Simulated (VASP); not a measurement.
# Sb (Pm-3m) in VASP: settings compared

The runs below take Sb through relaxation of cell and atoms, single point, with PBEsol+D4, PBE, RPBE.

Program: VASP 6.6.1. These are calculated values, not measurements. Logs are shortened: lines on timing, memory, paths and dates and some standing lists are left out, and cuts for length are marked.

### 1 The cell of the first run

It takes space group Pm-3m (No. 221, cubic). The conventional cell has a = 3.160 Å, b = 3.160 Å, c = 3.160 Å, α = 90.00°, β = 90.00°, γ = 90.00°. Sb (site symmetry m-3m) has 6 Sb at 3.16 Å within 4.2 Å.

### 2 Relaxation of cell and atoms, PBEsol+D4

Input file INCAR:

```
ALGO     = Normal         # electronic algorithm
EDIFF    = 1E-7           # SCF threshold, eV
EDIFFG   = -0.01          # ionic threshold
ENCUT    = 600            # plane-wave cutoff, eV
GGA      = PS             # functional
IBRION   = 2              # ionic algorithm
ISIF     = 3              # what is computed and relaxed
ISMEAR   = -1             # smearing method
IVDW     = 13             # dispersion correction
LASPH    = T              # aspherical terms in the spheres
LCHARG   = F              # write CHGCAR
LREAL    = F              # projectors in reciprocal space
LWAVE    = F              # write WAVECAR
NELM     = 60             # most SCF steps
NSW      = 60             # ionic steps
PREC     = Accurate       # precision mode
SIGMA    = 0.05           # smearing width, eV
```

Input file KPOINTS:

```
k-points
0
Gamma
  8 8 8
```

Input file POSCAR:

```
Sb
1.0
    3.1600000000      0.0000000000      0.0000000000
    0.0000000000      3.1600000000      0.0000000000
    0.0000000000      0.0000000000      3.1600000000
Sb
1
Direct
    0.0000000000      0.0000000000      0.0000000000
```

Potentials or basis: VASP PAW PBE potentials, release 64 (Sb).

The run is started by

```
$ cat potpaw_PBE.64/Sb/POTCAR > POTCAR
$ mpirun -np 1 vasp_std > vasp.out
```

OUTCAR:

```text
EDIFF = 1E-7
   EDIFFG = -0.01
   ENCUT = 600
   GGA = PS
   IBRION = 2
   ISIF = 3
   ISMEAR = -1
   IVDW = 13
   LASPH = T
   LREAL = F
   NELM = 60
   NSW = 60
   PREC = Accurate

 ion  position               nearest neighbor table
   1  0.000  0.000  0.000-

  LATTYP: Found a simple cubic cell.
 ALAT       =     3.1600000000

  Lattice vectors:

 A1 = (   3.1600000000,   0.0000000000,   0.0000000000)
 A2 = (   0.0000000000,   3.1600000000,   0.0000000000)
 A3 = (   0.0000000000,   0.0000000000,   3.1600000000)

Analysis of symmetry for initial positions (statically):
=====================================================================
 Subroutine PRICEL returns:
 Original cell was already a primitive cell.

 Routine SETGRP: Setting up the symmetry group for a
 simple cubic supercell.

 Subroutine GETGRP returns: Found 48 space group operations
 (whereof 48 operations were pure point group operations)
 out of a pool of 48 trial point group operations.

The static configuration has the point symmetry O_h .

Analysis of symmetry for dynamics (positions and initial velocities):
=====================================================================
 Subroutine PRICEL returns:
 Original cell was already a primitive cell.

 Routine SETGRP: Setting up the symmetry group for a
 simple cubic supercell.

 Subroutine GETGRP returns: Found 48 space group operations
 (whereof 48 operations were pure point group operations)
 out of a pool of 48 trial point group operations.

The dynamic configuration has the point symmetry O_h .

 Subroutine INISYM returns: Found 48 space group operations
 (whereof 48 operations are pure point group operations),
 and found     1 'primitive' translations

----------------------------------------------------------------------------------------

                                     Primitive cell

  volume of cell :      31.5545

  direct lattice vectors                    reciprocal lattice vectors
     3.160000000  0.000000000  0.000000000     0.316455696  0.000000000  0.000000000
     0.000000000  3.160000000  0.000000000     0.000000000  0.316455696  0.000000000
     0.000000000  0.000000000  3.160000000     0.000000000  0.000000000  0.316455696

  length of vectors
     3.160000000  3.160000000  3.160000000     0.316455696  0.316455696  0.316455696

  position of ions in fractional coordinates (direct lattice)
     0.000000000  0.000000000  0.000000000

  ion indices of the primitive-cell ions
   primitive index   ion index
                 1           1

----------------------------------------------------------------------------------------

 KPOINTS: k-points

Automatic generation of k-mesh.
 Grid dimensions read from file:
 generate k-points for:    8    8    8

 Generating k-lattice:

  Cartesian coordinates                     Fractional coordinates (reciprocal lattice)
     0.039556962  0.000000000  0.000000000     0.125000000  0.000000000  0.000000000
     0.000000000  0.039556962  0.000000000     0.000000000  0.125000000  0.000000000
     0.000000000  0.000000000  0.039556962     0.000000000  0.000000000  0.125000000

  Length of vectors
     0.039556962  0.039556962  0.039556962

  Shift w.r.t. Gamma in fractional coordinates (k-lattice)
     0.000000000  0.000000000  0.000000000

 Subroutine IBZKPT returns following result:
 ===========================================

 Found     35 irreducible k-points:

 Following reciprocal coordinates:
            Coordinates               Weight
  0.000000  0.000000  0.000000      1.000000
  0.125000  0.000000  0.000000      6.000000
  0.250000  0.000000  0.000000      6.000000
  0.375000  0.000000  0.000000      6.000000
  0.500000  0.000000  0.000000      3.000000
  0.125000  0.125000  0.000000     12.000000
[... 16 lines left out ...]
  0.375000  0.375000  0.125000     24.000000
  0.500000  0.375000  0.125000     24.000000
 [... further k-points ...]
   k-points           NKPTS =     35   k-points in BZ     NKDIM =     35   number of bands    NBANDS=      6
   number of dos      NEDOS =    301   number of ions     NIONS =      1
   total plane-waves  NPLWV =  21952
   dimension x,y,z NGX =    28 NGY =   28 NGZ =   28
   dimension x,y,z NGXF=    56 NGYF=   56 NGZF=   56
   ions per type =               1
   NGX,Y,Z   is equivalent  to a cutoff of  14.73, 14.73, 14.73 a.u.
   NGXF,Y,Z  is equivalent  to a cutoff of  29.46, 29.46, 29.46 a.u.
 SYSTEM =  unknown system
   PREC   = accura    normal or accurate (medium, high low for compatibility)
   ISTART =      0    job   : 0-new  1-cont  2-samecut
   ICHARG =      2    charge: 1-file 2-atom 10-const
   ISPIN  =      1    spin polarized calculation?
   LNONCOLLINEAR =      F non collinear calculations
   LSORBIT =      F    spin-orbit coupling
   LASPH  =      T    aspherical Exc in radial PAW
   ENCUT  =  600.0 eV  44.10 Ry    6.64 a.u.   6.31  6.31  6.31*2*pi/ulx,y,z
   NELM   =     60;   NELMIN=  2; NELMDL= -5     # of ELM steps
   EDIFF  = 0.1E-06   stopping-criterion for ELM
   LREAL  =      F    real-space projection
   EDIFFG = -.1E-01   stopping-criterion for IOM
   NSW    =     60    number of steps for IOM
   IBRION =      2    ionic relax: 0-MD 1-quasi-New 2-CG
   NFREE  =      1    steps in history (QN), initial steepest desc. (CG)
   ISIF   =      3    stress and relaxation
   ISYM   =      2    0-nonsym 1-usesym 2-fastsym
   POTIM  = 0.5000    time-step for ionic-motion
   TEBEG  =    0.0;   TEEND  =   0.0 temperature during run
   PSTRESS=    0.0 pullay stress
   NELECT =       5.0000    total number of electrons
   NUPDOWN=      -1.0000    fix difference up-down
   EMIN   =  10.00;   EMAX   =-10.00  energy-range for DOS
   EFERMI =   0.00;   METHOD = LEGACY
   ISMEAR =    -1;   SIGMA  =   0.05  broadening in eV -4-tet -1-fermi 0-gaus
   EFERMI_NEDOS =   21; number of points for ismear=-14 and -15
   IALGO  =     38    algorithm
   IMIX   =      4    mixing-type and parameters
     AMIX     =   0.40;   BMIX     =  1.00
     AMIX_MAG =   1.60;   BMIX_MAG =  1.00
  volume/ion in A,a.u.               =      31.55       212.94
  Fermi-wavevector in a.u.,A,eV,Ry     =   0.885886  1.674081 10.677766  0.784794
  Thomas-Fermi vector in A             =   2.006979
   LORBIT       =      0    0 simple, 1 ext, 2 COOP (PROOUT), +10 PAW based schemes
   GGA     = PS    functional components
   LHFCALC =     F    Hartree Fock is set to
   AEXX    =    0.0000 exact exchange contribution
   IVDW    =    13    specifies the selected vdW correction
   LEPSILON=     F    determine dielectric tensor
   LRPA    =     F    only Hartree local field effects (RPA)
 conjugate gradient relaxation of ions
 non-spin polarized calculation
  energy-cutoff  :      600.00
  volume of cell :       31.55
 maximum number of plane-waves:      1074
 NGX is ok and might be reduce to    28
   NGX = 13   NGY = 13   NGZ = 13

--------------------------------------- Ionic step        1  -------------------------------------------

 number of electron       5.0000000 magnetization

 Free energy of the ion-electron system (eV)
  ---------------------------------------------------
  ext. energy  EPLUGINS =         0.00000000
  ---------------------------------------------------
  free energy    TOTEN  =        -4.47778379 eV

  energy without entropy =       -4.47051434  energy(sigma->0) =       -4.47414906

------------------------ aborting loop because EDIFF is reached ----------------------------------------

  DFT-D4 for vdW energy calculation

  Edisp (eV):   -0.28036

  FORCE on cell =-STRESS in cart. coord.  units (eV):
  Direction    XX          YY          ZZ          XY          YZ          ZX
  --------------------------------------------------------------------------------------
  -------------------------------------------------------------------------------------
  Total      -1.17623    -1.17623    -1.17623     0.00000     0.00000    -0.00000
  in kB     -59.72296   -59.72296   -59.72296     0.00000     0.00000    -0.00000
  external pressure =      -59.72 kB  Pullay stress =        0.00 kB
[... 20 lines left out ...]
  energy  without entropy=       -4.7508770540  energy(sigma->0) =       -4.75451178

--------------------------------------- Ionic step        2  -------------------------------------------

 number of electron       5.0000000 magnetization

 E-fermi :   8.5306     XC(G=0): -10.2662

 val. band max:        8.4961072480   @ k =   0.5000   0.3750   0.3750
 cond. band min:       8.5532435935   @ k =   0.5000   0.5000   0.3750
 fundamental gap:      0.0571363455
 Fermi energy:         8.5306124635

 k-point     1 :       0.0000    0.0000    0.0000
  band No.  band energies     occupation
      1      -4.8188      2.00000
      2      12.1278      0.00000
      3      12.1278      0.00000
      4      12.1278      0.00000
      5      15.6494      0.00000
      6      15.6494      0.00000

 k-point     2 :       0.1250    0.0000    0.0000
  band No.  band energies     occupation
      1      -4.5635      2.00000
      2       9.6207      0.00000
      3      12.3873      0.00000
      4      12.3873      0.00000
      5      15.8387      0.00000
      6      16.7912      0.00000
[... 234 lines left out ...]
  energy  without entropy=       -4.7924269712  energy(sigma->0) =       -4.79669235

--------------------------------------- Ionic step        3  -------------------------------------------

 number of electron       5.0000000 magnetization

 Free energy of the ion-electron system (eV)
  ---------------------------------------------------
  ext. energy  EPLUGINS =         0.00000000
  ---------------------------------------------------
  free energy    TOTEN  =        -4.51528217 eV

  energy without entropy =       -4.50763168  energy(sigma->0) =       -4.51145692

 E-fermi :   7.6301     XC(G=0):  -9.9874

 val. band max:        7.6162345366   @ k =   0.3750   0.2500   0.1250
 cond. band min:       7.8954726459   @ k =   0.3750   0.2500   0.2500
 fundamental gap:      0.2792381093
 Fermi energy:         7.6301383877

 k-point     1 :       0.0000    0.0000    0.0000
  band No.  band energies     occupation
      1      -5.1452      2.00000
      2      11.0907      0.00000
      3      11.0907      0.00000
      4      11.0907      0.00000
      5      14.6988      0.00000
      6      14.6988      0.00000

 k-point     2 :       0.1250    0.0000    0.0000
  band No.  band energies     occupation
      1      -4.9060      2.00000
      2       8.7410      0.00000
      3      11.3289      0.00000
      4      11.3289      0.00000
      5      14.8836      0.00000
      6      15.6941      0.00000
[... 230 lines left out ...]
  FREE ENERGIE OF THE ION-ELECTRON SYSTEM (eV)
  ---------------------------------------------------
  free  energy   TOTEN  =        -4.8266363278 eV

  energy  without entropy=       -4.8189858407  energy(sigma->0) =       -4.82281108

 reached required accuracy - stopping structural energy minimisation
```

It took 23 s on 1 thread of Intel Xeon Platinum 8375C at 2.90GHz (Ice Lake), shared host; peak memory 0.16 GiB.

Results:

```
Free energy                            : -4.8266 eV
Relaxed volume                         : 28.24 Å³/atom
Relaxed cell                           : a = 3.045 Å, b = 3.045 Å, c = 3.045 Å, α = 90.00°, β = 90.00°, γ = 90.00°
Space group after relaxing (to 0.05 Å) : Pm-3m (No. 221)
Energy gained by relaxing              : 68.5 meV/atom
Ionic steps                            : 3
Pressure after relaxing                : 0.0 GPa
Dispersion energy per atom             : -0.311 eV
```

Step by step:
```
step  energy change (eV)  largest force (eV/Å)  pressure (GPa)  volume (Å³)
   1              0.0000                0.0000           -5.97        31.55
   2             -0.0428                0.0000            4.86        26.48
   3             -0.0685                0.0000            0.00        28.24
```

Final structure:
```cif
data_structure
_symmetry_space_group_name_H-M 'P 1'
_symmetry_Int_Tables_number 1
_cell_length_a 3.0453
_cell_length_b 3.0453
_cell_length_c 3.0453
_cell_angle_alpha 90.000
_cell_angle_beta 90.000
_cell_angle_gamma 90.000
_cell_volume 28.24
loop_
_atom_site_label
_atom_site_type_symbol
_atom_site_fract_x
_atom_site_fract_y
_atom_site_fract_z
_atom_site_occupancy
Sb1 Sb 0.00000 0.00000 0.00000 1
```

Levels at points of the mesh, in eV from the Fermi level:
```
           k point  band 1  band 2  band 3  band 4  band 5  band 6
(0.00, 0.00, 0.00)  -12.78    3.46    3.46    3.46    7.07    7.07
(0.50, 0.00, 0.00)  -10.14   -5.92    5.66    5.66    9.28   10.72
(0.50, 0.50, 0.00)   -7.33   -3.73   -3.73    1.97    7.93   13.41
(0.50, 0.50, 0.50)   -4.15   -1.66   -1.66   -1.66    4.80    4.80
```

Caveat: the PAW data sets were made with another functional, which shifts forces and pressure a little; spin-orbit coupling is left out, which moves the levels of the heavy elements; the volume moved by -10 % from the deposited cell, more than functionals usually miss; pairwise dispersion overbinds metals, which lowers pressure and volume.

### 3 Single point, PBE

This run uses another cell than the first one, of 30.20 Å³/atom, 0.957 times its volume.

Input file INCAR:

```
ALGO = Normal
EDIFF = 1E-6
ENCUT = 520
GGA = PE
ISIF = 2
ISMEAR = -1
LASPH = True
LCHARG = True
LELF = True
LREAL = False
LVHAR = True
LWAVE = False
NBANDS = 8
NELM = 60
PREC = Accurate
SIGMA = 0.05
```

KPOINTS is that of step 2.

Input file POSCAR:

```
Sb
1.0
    3.1142692423      0.0000000000      0.0000000000
    0.0000000000      3.1142692423      0.0000000000
    0.0000000000      0.0000000000      3.1142692423
Sb
1
Direct
    0.0000000000      0.0000000000      0.0000000000
```

Potentials or basis: VASP PAW PBE potentials, release 64 (Sb).

The run is started by

```
$ cat potpaw_PBE.64/Sb/POTCAR > POTCAR
$ mpirun -np 1 vasp_std > vasp.out
```

Wall time 4.5 s (1 thread of Intel Xeon Platinum 8259CL at 2.50GHz (Skylake/Cascade Lake), shared host); peak memory 0.13 GiB.

Results (log left out):

```yaml
Free_energy: -4.0794 eV
Pressure: 0.0 GPa
```

Levels at points of the mesh, in eV from the Fermi level:
| k point | band 1 | band 2 | band 3 | band 4 | band 5 | band 6 | band 7 | band 8 |
| --- | --- | --- | --- | --- | --- | --- | --- | --- |
| (0.00, 0.00, 0.00) | -12.24 | 3.29 | 3.29 | 3.29 | 6.96 | 6.96 | 8.24 | 17.62 |
| (0.50, 0.00, 0.00) | -9.86 | -5.44 | 5.26 | 5.26 | 9.02 | 10.62 | 11.46 | 11.46 |
| (0.50, 0.50, 0.00) | -7.35 | -3.43 | -3.43 | 2.28 | 7.25 | 12.79 | 13.27 | 13.27 |
| (0.50, 0.50, 0.50) | -4.55 | -1.54 | -1.54 | -1.54 | 4.91 | 4.91 | 4.91 | 7.03 |

Caveat: spin-orbit coupling is left out, which moves the levels of the heavy elements.

### 4 Single point, RPBE

This run uses another cell than the first one, of 30.92 Å³/atom, 0.980 times its volume.

Input file INCAR:

```
SYSTEM = Sb
PREC = Accurate
ENCUT = 520
EDIFF = 1E-6
ISMEAR = -1
SIGMA = 0.05
LREAL = .FALSE.
LASPH = .TRUE.
NELM = 60
ALGO = Normal
ISIF = 2
LWAVE = .FALSE.
LCHARG = .TRUE.
GGA = RP
LELF = .TRUE.
LVHAR = .TRUE.
NBANDS = 8
```

Input file KPOINTS:

```
regular mesh
0
G
  8 8 8
  0 0 0
```

Input file POSCAR:

```
Sb
1.0
    3.1387591929      0.0000000000      0.0000000000
    0.0000000000      3.1387591929      0.0000000000
    0.0000000000      0.0000000000      3.1387591929
Sb
1
Direct
    0.0000000000      0.0000000000      0.0000000000
```

The run is started by

```
$ cat potpaw_PBE.64/Sb/POTCAR > POTCAR
$ mpirun -np 1 vasp_std > vasp.out
```

Run time: 5.3 s. Hardware: 1 thread of Intel Xeon Platinum 8259CL at 2.50GHz (Skylake/Cascade Lake), shared host; peak memory 0.13 GiB.

Results (log left out):

```yaml
Free_energy: -3.7071 eV
Pressure: -0.1 GPa
```

Levels at points of the mesh, in eV from the Fermi level:
| k point | band 1 | band 2 | band 3 | band 4 | band 5 | band 6 | band 7 |
| --- | --- | --- | --- | --- | --- | --- | --- |
| (0.00, 0.00, 0.00) | -12.06 | 3.23 | 3.23 | 3.23 | 6.89 | 6.89 | 8.17 |
| (0.50, 0.00, 0.00) | -9.76 | -5.28 | 5.13 | 5.13 | 8.89 | 10.59 | 11.33 |
| (0.50, 0.50, 0.00) | -7.33 | -3.33 | -3.33 | 2.38 | 7.05 | 12.57 | 13.18 |
| (0.50, 0.50, 0.50) | -4.64 | -1.51 | -1.51 | -1.51 | 4.92 | 4.92 | 4.92 |

Caveat: the PAW data sets were made with another functional, which shifts forces and pressure a little; spin-orbit coupling is left out, which moves the levels of the heavy elements.

### 5 The runs side by side

| task | level | cell | cutoff (eV) | gap on the mesh (eV) | pressure (GPa) |
| --- | --- | --- | --- | --- | --- |
| relaxation of cell and atoms | PBEsol+D4 | relaxed from a = 3.160 Å, 1 atom | 600 | none | 0.0 |
| single point | PBE | a = 3.114 Å, 1 atom | 520 | none | 0.0 |
| single point | RPBE | a = 3.139 Å, 1 atom | 520 | none | -0.1 |

Alike in all rows: potentials or basis VASP PAW PBE potentials, release 64 (Sb); no spin polarisation; k mesh 8 × 8 × 8; smearing fermi-dirac 0.05 eV.

Caveats: spin-orbit coupling is left out, which moves the levels of the heavy elements; the PAW data sets were made with another functional, which shifts forces and pressure a little (some runs); the volume moved by -10 % from the deposited cell, more than functionals usually miss (some runs); pairwise dispersion overbinds metals, which lowers pressure and volume (some runs).

Absolute energies hang on the potentials; compare differences alone.
